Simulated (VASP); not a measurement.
**GaN: vibrations by perturbation theory with LDA**

Crystal: GaN.

```
Ga N
1.0
     0.00000    2.12283    2.12283
     2.12283    0.00000    2.12283
     2.12283    2.12283    0.00000
Ga N
1 1
Direct
  0.00000 0.00000 0.00000
  0.75000 0.75000 0.75000
```

```json
{
 "Program": "VASP 6.6.1",
 "Task": "vibrations by perturbation theory",
 "Functional": "LDA",
 "Potentials or basis": "VASP PAW LDA potentials, release 64 (Ga_d, N)",
 "Cutoff": "520 eV",
 "k mesh": "10 × 10 × 10",
 "Occupations": "gaussian, width 0.01 eV",
 "Spin": "no spin polarisation",
 "Dipole correction": "no",
 "Further INCAR settings": "ALGO = Normal; EDIFF = 1e-08; NBANDS = 16; IBRION = 8; NSW = 1"
}
```

* Electronic dielectric tensor (diagonal): 5.14
* Born charges (mean of the diagonal): Ga +2.55; N -2.55 e
* Highest phonon frequency at Γ, LO-TO splitting left out: 687 cm⁻¹

Phonon frequencies in cm⁻¹ (negative: imaginary):
```csv
q point,frequencies
"(0.000, 0.000, 0.000)",0 0 0 687 687 687
```

Electronic dielectric tensor:
```
5.14 0.00 0.00
0.00 5.14 0.00
0.00 0.00 5.14
```

Born effective charge tensors (e):
atom 1, Ga
```
2.55 0.00 0.00
0.00 2.55 0.00
0.00 0.00 2.55
```
atom 2, N
```
-2.55  0.00  0.00
 0.00 -2.55  0.00
 0.00  0.00 -2.55
```

It took 20 min on 1 thread of AMD EPYC 7R13 (shared host), peak memory 0.22 GiB.

Caveat: the cell wasn't relaxed at this level first, which shifts response properties.
